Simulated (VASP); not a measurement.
# SiC (lda) (F-43m) in VASP: a series of runs, part 2 of 2

VASP 6.6.1. The steps go on from the part before.

### 4 Single point, LDA

This run uses another cell than the first one, of 10.14 Å³/atom, 0.979 times its volume.

The input, INCAR:

```
SYSTEM = SiC
PREC     = Accurate       ! precision mode
ENCUT    = 600            ! plane-wave cutoff, eV
EDIFF    = 1E-6           ! SCF threshold, eV
ISMEAR   = 0              ! smearing method
SIGMA    = 0.01           ! smearing width, eV
LREAL    = .False.        ! projectors in reciprocal space
LASPH    = .True.         ! aspherical terms in the spheres
NELM     = 120            ! most SCF steps
ALGO     = Normal         ! electronic algorithm
ISIF     = 2              ! what is computed and relaxed
LWAVE    = .False.        ! write WAVECAR
LCHARG   = .False.        ! write CHGCAR
GGA      = CA             ! functional
NBANDS   = 11             ! bands
GGA_COMPAT= .False.
```

The input, KPOINTS:

```
regular mesh
0
Gamma
  10 10 10
  0 0 0
```

The input, POSCAR:

```
SiC
1.0
    0.0000000000      2.1644841995      2.1644841995
    2.1644841995      0.0000000000      2.1644841995
    2.1644841995      2.1644841995      0.0000000000
Si C
1 1
Direct
    0.0000000000      0.0000000000      0.0000000000
    0.2500000000      0.2500000000      0.2500000000
```

Potentials or basis: VASP PAW LDA potentials, release 64 (Si, C).

On the command line:

```console
$ cat potpaw_LDA.64/Si/POTCAR potpaw_LDA.64/C/POTCAR > POTCAR
$ mpirun -np 1 vasp_std > vasp.out
```

OUTCAR:

```text
SYSTEM = SiC
   PREC = Accurate
   ENCUT = 600
   EDIFF = 1E-6
   ISMEAR = 0
   LREAL = .False.
   LASPH = .True.
   NELM = 120
   ISIF = 2
   GGA = CA

 ion  position               nearest neighbor table
   1  0.000  0.000  0.000-   2 1.87   2 1.87   2 1.87   2 1.87
   2  0.250  0.250  0.250-   1 1.87   1 1.87   1 1.87   1 1.87

  LATTYP: Found a face centered cubic cell.
 ALAT       =     4.3289683990

  Lattice vectors:

 A1 = (   0.0000000000,   2.1644841995,   2.1644841995)
 A2 = (   2.1644841995,   0.0000000000,   2.1644841995)
 A3 = (   2.1644841995,   2.1644841995,   0.0000000000)

Analysis of symmetry for initial positions (statically):
=====================================================================
 Subroutine PRICEL returns:
 Original cell was already a primitive cell.

 Routine SETGRP: Setting up the symmetry group for a
 face centered cubic supercell.

 Subroutine GETGRP returns: Found 24 space group operations
 (whereof 24 operations were pure point group operations)
 out of a pool of 48 trial point group operations.

The static configuration has the point symmetry T_d .

Analysis of symmetry for dynamics (positions and initial velocities):
=====================================================================
 Subroutine PRICEL returns:
 Original cell was already a primitive cell.

 Routine SETGRP: Setting up the symmetry group for a
 face centered cubic supercell.

 Subroutine GETGRP returns: Found 24 space group operations
 (whereof 24 operations were pure point group operations)
 out of a pool of 48 trial point group operations.

The dynamic configuration has the point symmetry T_d .

 Subroutine INISYM returns: Found 24 space group operations
 (whereof 24 operations are pure point group operations),
 and found     1 'primitive' translations

----------------------------------------------------------------------------------------

                                     Primitive cell

  volume of cell :      20.2812

  direct lattice vectors                    reciprocal lattice vectors
[... 112 lines left out ...]
   GGA     = CA    functional components
   LHFCALC =     F    Hartree Fock is set to
   AEXX    =    0.0000 exact exchange contribution
   IVDW    =     0    specifies the selected vdW correction
   LEPSILON=     F    determine dielectric tensor
   LRPA    =     F    only Hartree local field effects (RPA)
 non-spin polarized calculation
 Gauss-broadening in eV      SIGMA  =   0.01
  energy-cutoff  :      600.00
  volume of cell :       20.28
 maximum number of plane-waves:       700
   NGX = 13   NGY = 13   NGZ = 13

 number of electron       8.0000000 magnetization

 Free energy of the ion-electron system (eV)
  ---------------------------------------------------
  ext. energy  EPLUGINS =         0.00000000
  ---------------------------------------------------
  free energy    TOTEN  =       -16.64463007 eV

  energy without entropy =      -16.64463007  energy(sigma->0) =      -16.64463007

 E-fermi :   8.3870     XC(G=0): -11.6421

 val. band max:        8.2905428698   @ k =   0.0000   0.0000   0.0000
 cond. band min:       9.5783180794   @ k =   0.5000   0.5000   0.0000
 fundamental gap:      1.2877752095
 Fermi energy:         8.3869665606

 k-point     1 :       0.0000    0.0000    0.0000
  band No.  band energies     occupation
      1      -7.1826      2.00000
      2       8.2905      2.00000
      3       8.2905      2.00000
      4       8.2905      2.00000
      5      14.8188      0.00000
      6      15.6217      0.00000
      7      15.6217      0.00000
      8      15.6217      0.00000
      9      22.8675      0.00000
     10      22.8675      0.00000
     11      24.7746      0.00000
[... 309 lines left out ...]
 k-point    24 :       0.4000    0.3000    0.0000
  band No.  band energies     occupation
      1      -3.9671      2.00000
      2       2.7335      2.00000
      3       5.0849      2.00000
      4       5.6265      2.00000
      5      11.1094      0.00000
      6      13.8760      0.00000
      7      19.9892      0.00000
      8      20.2580      0.00000
      9      22.1106      0.00000
     10      26.4381      0.00000
     11      29.7130      0.00000

 [... further k-points ...]
[... 5 lines left out ...]
  --------------------------------------------------------------------------------------
  -------------------------------------------------------------------------------------
  Total        0.0330982      0.0330982      0.0330982      0.0000000     -0.0000000     -0.0000000
  in kB        2.6146973      2.6146973      2.6146973      0.0000000     -0.0000000     -0.0000000
  external PRESSURE =       2.6146973 kB  Pullay stress =       0.0000000 kB

 VOLUME and BASIS-vectors are now :
 -----------------------------------------------------------------------------
  energy-cutoff  :      600.00
  volume of cell :       20.28
      direct lattice vectors                 reciprocal lattice vectors
     0.000000000  2.164484199  2.164484199    -0.231001917  0.231001917  0.231001917
     2.164484199  0.000000000  2.164484199     0.231001917 -0.231001917  0.231001917
     2.164484199  2.164484199  0.000000000     0.231001917  0.231001917 -0.231001917

 POSITION                                       TOTAL-FORCE (eV/Angst)
 -----------------------------------------------------------------------------------
      0.00000      0.00000      0.00000         0.000000      0.000000      0.000000
      1.08224      1.08224      1.08224        -0.000000     -0.000000     -0.000000
 -----------------------------------------------------------------------------------
    total drift:                                0.000000      0.000000      0.000000

  FREE ENERGIE OF THE ION-ELECTRON SYSTEM (eV)
  ---------------------------------------------------
  free  energy   TOTEN  =       -16.6446300694 eV

  energy  without entropy=      -16.6446300694  energy(sigma->0) =      -16.64463007
```

OSZICAR:

```text
N       E                     dE             d eps       ncg     rms          rms(c)
DAV:   1     0.421375582514E+01    0.42138E+01   -0.44535E+03  1082   0.699E+02
DAV:   2    -0.179921874091E+02   -0.22206E+02   -0.20951E+02  1308   0.117E+02
DAV:   3    -0.187366429119E+02   -0.74446E+00   -0.74328E+00  1265   0.178E+01
DAV:   4    -0.187397903152E+02   -0.31474E-02   -0.31472E-02  1189   0.151E+00
DAV:   5    -0.187398061029E+02   -0.15788E-04   -0.15788E-04  1262   0.977E-02    0.927E+00
DAV:   6    -0.167397816776E+02    0.20000E+01   -0.72594E+00  1163   0.120E+01    0.409E+00
DAV:   7    -0.166657637344E+02    0.74018E-01   -0.41156E-01  1226   0.369E+00    0.182E+00
DAV:   8    -0.166450647543E+02    0.20699E-01   -0.27382E-02  1193   0.998E-01    0.183E-01
DAV:   9    -0.166446151716E+02    0.44958E-03   -0.21135E-03  1246   0.247E-01    0.985E-02
DAV:  10    -0.166446296667E+02   -0.14495E-04   -0.13248E-04  1178   0.717E-02    0.339E-02
DAV:  11    -0.166446300694E+02   -0.40270E-06   -0.37215E-06  1247   0.119E-02
   1 F= -.16644630E+02 E0= -.16644630E+02  d E =-.707205E-45
```

Wall time 8.2 s (1 thread of AMD EPYC 9R45 (Zen 5), shared host); peak memory 0.09 GiB.

What came out:

```
Free energy            : -16.6446 eV
Pressure               : 0.3 GPa
Band gap on the k mesh : 1.29 eV, indirect (least direct gap 4.52 eV)
```

Levels at points of the mesh, in eV from the valence-band top:
```csv
k point,band 2,band 3,band 4,band 5,band 6,band 7
"(0.00, 0.00, 0.00)",0.00,0.00,0.00,6.53,7.33,7.33
"(0.50, 0.00, 0.00)",-8.67,-1.06,-1.06,5.57,7.21,7.21
"(0.50, 0.50, 0.00)",-7.88,-3.23,-3.23,1.29,4.26,14.06
```

### 5 Single point, LDA

This run uses another cell than the first one, of 10.14 Å³/atom, 0.979 times its volume.

The input, INCAR:

```
ALGO = Normal ; EDIFF = 1E-6
ENCUT = 600 ; GGA = CA
GGA_COMPAT = False ; ISIF = 2
ISMEAR = 0 ; LASPH = True
LCHARG = False ; LREAL = False
LWAVE = False ; NBANDS = 11
NELM = 120 ; PREC = Accurate
SIGMA = 0.01
```

The input, KPOINTS:

```
k-points
0
Gamma
  10 10 10
```

POSCAR is that of step 4.

Potentials or basis: VASP PAW LDA potentials, release 64 (Si, C).

On the command line:

```console
$ cat potpaw_LDA.64/Si/POTCAR potpaw_LDA.64/C/POTCAR > POTCAR
$ mpirun -np 1 vasp_std > vasp.out
```

OUTCAR:

```text
EDIFF = 1E-6
   ENCUT = 600
   GGA = CA
   ISIF = 2
   ISMEAR = 0
   LASPH = True
   LREAL = False
   NELM = 120
   PREC = Accurate

 ion  position               nearest neighbor table
   1  0.000  0.000  0.000-   2 1.87   2 1.87   2 1.87   2 1.87
   2  0.250  0.250  0.250-   1 1.87   1 1.87   1 1.87   1 1.87

  LATTYP: Found a face centered cubic cell.
 ALAT       =     4.3289683990

  Lattice vectors:

 A1 = (   0.0000000000,   2.1644841995,   2.1644841995)
 A2 = (   2.1644841995,   0.0000000000,   2.1644841995)
 A3 = (   2.1644841995,   2.1644841995,   0.0000000000)

Analysis of symmetry for initial positions (statically):
=====================================================================
 Subroutine PRICEL returns:
 Original cell was already a primitive cell.

 Routine SETGRP: Setting up the symmetry group for a
 face centered cubic supercell.

 Subroutine GETGRP returns: Found 24 space group operations
 (whereof 24 operations were pure point group operations)
 out of a pool of 48 trial point group operations.

The static configuration has the point symmetry T_d .

Analysis of symmetry for dynamics (positions and initial velocities):
=====================================================================
 Subroutine PRICEL returns:
 Original cell was already a primitive cell.

 Routine SETGRP: Setting up the symmetry group for a
 face centered cubic supercell.

 Subroutine GETGRP returns: Found 24 space group operations
 (whereof 24 operations were pure point group operations)
 out of a pool of 48 trial point group operations.

The dynamic configuration has the point symmetry T_d .

 Subroutine INISYM returns: Found 24 space group operations
 (whereof 24 operations are pure point group operations),
 and found     1 'primitive' translations

----------------------------------------------------------------------------------------

                                     Primitive cell

  volume of cell :      20.2812

  direct lattice vectors                    reciprocal lattice vectors
     0.000000000  2.164484199  2.164484199    -0.231001917  0.231001917  0.231001917
     2.164484199  0.000000000  2.164484199     0.231001917 -0.231001917  0.231001917
     2.164484199  2.164484199  0.000000000     0.231001917  0.231001917 -0.231001917

  length of vectors
     3.061042910  3.061042910  3.061042910     0.400107057  0.400107057  0.400107057

  position of ions in fractional coordinates (direct lattice)
     0.000000000  0.000000000  0.000000000
     0.250000000  0.250000000  0.250000000

  ion indices of the primitive-cell ions
   primitive index   ion index
                 1           1
                 2           2

----------------------------------------------------------------------------------------

 KPOINTS: k-points

Automatic generation of k-mesh.
 Grid dimensions read from file:
 generate k-points for:   10   10   10

 Generating k-lattice:

  Cartesian coordinates                     Fractional coordinates (reciprocal lattice)
    -0.023100192  0.023100192  0.023100192     0.100000000  0.000000000  0.000000000
     0.023100192 -0.023100192  0.023100192     0.000000000  0.100000000  0.000000000
     0.023100192  0.023100192 -0.023100192     0.000000000  0.000000000  0.100000000

  Length of vectors
     0.040010706  0.040010706  0.040010706

  Shift w.r.t. Gamma in fractional coordinates (k-lattice)
     0.000000000  0.000000000  0.000000000

 Subroutine IBZKPT returns following result:
 ===========================================

 Found     47 irreducible k-points:

 Following reciprocal coordinates:
            Coordinates               Weight
  0.000000  0.000000  0.000000      1.000000
  0.100000  0.000000  0.000000      8.000000
  0.200000  0.000000  0.000000      8.000000
  0.300000  0.000000  0.000000      8.000000
  0.400000  0.000000  0.000000      8.000000
  0.500000  0.000000  0.000000      4.000000
[... 16 lines left out ...]
  0.300000  0.300000  0.000000      6.000000
  0.400000  0.300000  0.000000     24.000000
 [... further k-points ...]
   k-points           NKPTS =     47   k-points in BZ     NKDIM =     47   number of bands    NBANDS=     11
   number of dos      NEDOS =    301   number of ions     NIONS =      2
   total plane-waves  NPLWV =  13824
   dimension x,y,z NGX =    24 NGY =   24 NGZ =   24
   dimension x,y,z NGXF=    48 NGYF=   48 NGZF=   48
   ions per type =               1   1
   NGX,Y,Z   is equivalent  to a cutoff of  13.03, 13.03, 13.03 a.u.
   NGXF,Y,Z  is equivalent  to a cutoff of  26.07, 26.07, 26.07 a.u.
 SYSTEM =  unknown system
   PREC   = accura    normal or accurate (medium, high low for compatibility)
   ISTART =      0    job   : 0-new  1-cont  2-samecut
   ICHARG =      2    charge: 1-file 2-atom 10-const
   ISPIN  =      1    spin polarized calculation?
   LNONCOLLINEAR =      F non collinear calculations
   LSORBIT =      F    spin-orbit coupling
   LASPH  =      T    aspherical Exc in radial PAW
   ENCUT  =  600.0 eV  44.10 Ry    6.64 a.u.   6.11  6.11  6.11*2*pi/ulx,y,z
   NELM   =    120;   NELMIN=  2; NELMDL= -5     # of ELM steps
   EDIFF  = 0.1E-05   stopping-criterion for ELM
   LREAL  =      F    real-space projection
   EDIFFG = 0.1E-04   stopping-criterion for IOM
   NSW    =      0    number of steps for IOM
   IBRION =     -1    ionic relax: 0-MD 1-quasi-New 2-CG
   NFREE  =      0    steps in history (QN), initial steepest desc. (CG)
   ISIF   =      2    stress and relaxation
   ISYM   =      2    0-nonsym 1-usesym 2-fastsym
   POTIM  = 0.5000    time-step for ionic-motion
   TEBEG  =    0.0;   TEEND  =   0.0 temperature during run
   PSTRESS=    0.0 pullay stress
   NELECT =       8.0000    total number of electrons
   NUPDOWN=      -1.0000    fix difference up-down
   EMIN   =  10.00;   EMAX   =-10.00  energy-range for DOS
   EFERMI =   0.00;   METHOD = LEGACY
   ISMEAR =     0;   SIGMA  =   0.01  broadening in eV -4-tet -1-fermi 0-gaus
   EFERMI_NEDOS =   21; number of points for ismear=-14 and -15
   IALGO  =     38    algorithm
   IMIX   =      4    mixing-type and parameters
     AMIX     =   0.40;   BMIX     =  1.00
     AMIX_MAG =   1.60;   BMIX_MAG =  1.00
  volume/ion in A,a.u.               =      10.14        68.43
  Fermi-wavevector in a.u.,A,eV,Ry     =   1.200624  2.268851 19.612776  1.441498
  Thomas-Fermi vector in A             =   2.336455
   LORBIT       =      0    0 simple, 1 ext, 2 COOP (PROOUT), +10 PAW based schemes
   GGA     = CA    functional components
   LHFCALC =     F    Hartree Fock is set to
   AEXX    =    0.0000 exact exchange contribution
   IVDW    =     0    specifies the selected vdW correction
   LEPSILON=     F    determine dielectric tensor
   LRPA    =     F    only Hartree local field effects (RPA)
 non-spin polarized calculation
 Gauss-broadening in eV      SIGMA  =   0.01
  energy-cutoff  :      600.00
  volume of cell :       20.28
 maximum number of plane-waves:       700
   NGX = 13   NGY = 13   NGZ = 13

 number of electron       8.0000000 magnetization

 Free energy of the ion-electron system (eV)
  ---------------------------------------------------
  ext. energy  EPLUGINS =         0.00000000
  ---------------------------------------------------
  free energy    TOTEN  =       -16.64463007 eV

  energy without entropy =      -16.64463007  energy(sigma->0) =      -16.64463007

 E-fermi :   8.3870     XC(G=0): -11.6421

 val. band max:        8.2905428698   @ k =   0.0000   0.0000   0.0000
 cond. band min:       9.5783180794   @ k =   0.5000   0.5000   0.0000
 fundamental gap:      1.2877752095
 Fermi energy:         8.3869665606

 k-point     1 :       0.0000    0.0000    0.0000
  band No.  band energies     occupation
      1      -7.1826      2.00000
      2       8.2905      2.00000
      3       8.2905      2.00000
      4       8.2905      2.00000
      5      14.8188      0.00000
      6      15.6217      0.00000
      7      15.6217      0.00000
      8      15.6217      0.00000
      9      22.8675      0.00000
     10      22.8675      0.00000
     11      24.7746      0.00000
[... 309 lines left out ...]
 k-point    24 :       0.4000    0.3000    0.0000
  band No.  band energies     occupation
      1      -3.9671      2.00000
      2       2.7335      2.00000
      3       5.0849      2.00000
      4       5.6265      2.00000
      5      11.1094      0.00000
      6      13.8760      0.00000
      7      19.9892      0.00000
      8      20.2580      0.00000
      9      22.1106      0.00000
     10      26.4381      0.00000
     11      29.7130      0.00000

 [... further k-points ...]
[... 5 lines left out ...]
  --------------------------------------------------------------------------------------
  -------------------------------------------------------------------------------------
  Total        0.0330982      0.0330982      0.0330982      0.0000000     -0.0000000     -0.0000000
  in kB        2.6146973      2.6146973      2.6146973      0.0000000     -0.0000000     -0.0000000
  external PRESSURE =       2.6146973 kB  Pullay stress =       0.0000000 kB

 VOLUME and BASIS-vectors are now :
 -----------------------------------------------------------------------------
  energy-cutoff  :      600.00
  volume of cell :       20.28
      direct lattice vectors                 reciprocal lattice vectors
     0.000000000  2.164484199  2.164484199    -0.231001917  0.231001917  0.231001917
     2.164484199  0.000000000  2.164484199     0.231001917 -0.231001917  0.231001917
     2.164484199  2.164484199  0.000000000     0.231001917  0.231001917 -0.231001917

 POSITION                                       TOTAL-FORCE (eV/Angst)
 -----------------------------------------------------------------------------------
      0.00000      0.00000      0.00000         0.000000      0.000000      0.000000
      1.08224      1.08224      1.08224        -0.000000     -0.000000     -0.000000
 -----------------------------------------------------------------------------------
    total drift:                                0.000000      0.000000      0.000000

  FREE ENERGIE OF THE ION-ELECTRON SYSTEM (eV)
  ---------------------------------------------------
  free  energy   TOTEN  =       -16.6446300694 eV

  energy  without entropy=      -16.6446300694  energy(sigma->0) =      -16.64463007
```

stdout:

```text
POSCAR found type information on POSCAR SiC
 POSCAR found :  2 types and       2 ions
 scaLAPACK will be used
 LDA part: xc-table for (Slater(with rela. corr.)+CA(PZ))
 , standard interpolation
 POSCAR, INCAR and KPOINTS ok, starting setup
 FFT: planning ... GRIDC
 FFT: planning ... GRID_SOFT
 FFT: planning ... GRID
 WAVECAR not read
 entering main loop
```

Wall time 8.4 s (1 thread of AMD EPYC 9R45 (Zen 5), shared host); peak memory 0.09 GiB.

Results:

```
Free energy            : -16.6446 eV
Pressure               : 0.3 GPa
Band gap on the k mesh : 1.29 eV, indirect (least direct gap 4.52 eV)
```

### 6 Summary

| cell | k mesh | smearing | gap on the mesh (eV) | pressure (GPa) |
| --- | --- | --- | --- | --- |
| a = 3.083 Å, angles 60.0°, 2 atoms | 8 × 8 × 8 | gaussian 0.1 eV | 1.31 | -4.5 |
| a = 3.061 Å, angles 60.0°, 2 atoms | 10 × 10 × 10 | gaussian 0.02 eV | 1.29 | 0.3 |
| a = 3.061 Å, angles 60.0°, 2 atoms | 10 × 10 × 10 | gaussian 0.01 eV | 1.29 | 0.3 |

Alike in all rows: task single point; level LDA; potentials or basis VASP PAW LDA potentials, release 64 (Si, C); no spin polarisation; cutoff (eV) 600.

Total energies depend on the potentials used, so only differences within one code and one set of settings carry meaning.
